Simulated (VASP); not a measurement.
A run of VASP 6.6.1 is set up as follows.

INCAR

```
  PREC = Accurate
  ENCUT = 520
  EDIFF = 1E-6
  ISMEAR = 0
  SIGMA = 0.1
  LREAL = F
  LASPH = T
  NELM = 60
  ALGO = Normal
  ISIF = 2
  LWAVE = F
  LCHARG = F
  GGA = PE
  NBANDS = 38
```

Contents of KPOINTS:

```
regular mesh
0
Gamma
  4 4 4
```

The input POSCAR:

```
Ba3P5
1.0
    6.2847544187      0.0000000000      0.0000000000
    0.0000000000      6.2847544187      0.0000000000
    0.0000000000      0.0000000000      6.2847544187
Ba P
3 5
Direct
    0.0000000000      0.5000000000      0.5000000000
    0.5000000000      0.0000000000      0.5000000000
    0.5000000000      0.5000000000      0.0000000000
    0.5000000000      0.5000000000      0.5000000000
    0.5000000000      0.0000000000      0.0000000000
    0.0000000000      0.5000000000      0.0000000000
    0.0000000000      0.0000000000      0.5000000000
    0.0000000000      0.0000000000      0.0000000000
```

Potentials or basis: VASP PAW PBE potentials, release 64 (Ba_sv, P).

Launch:

```console
$ cat potpaw_PBE.64/Ba_sv/POTCAR potpaw_PBE.64/P/POTCAR > POTCAR
$ mpirun -np 1 vasp_std > vasp.out
```

(1) Predict the pressure.

## Answers

(1) 0.4 GPa.
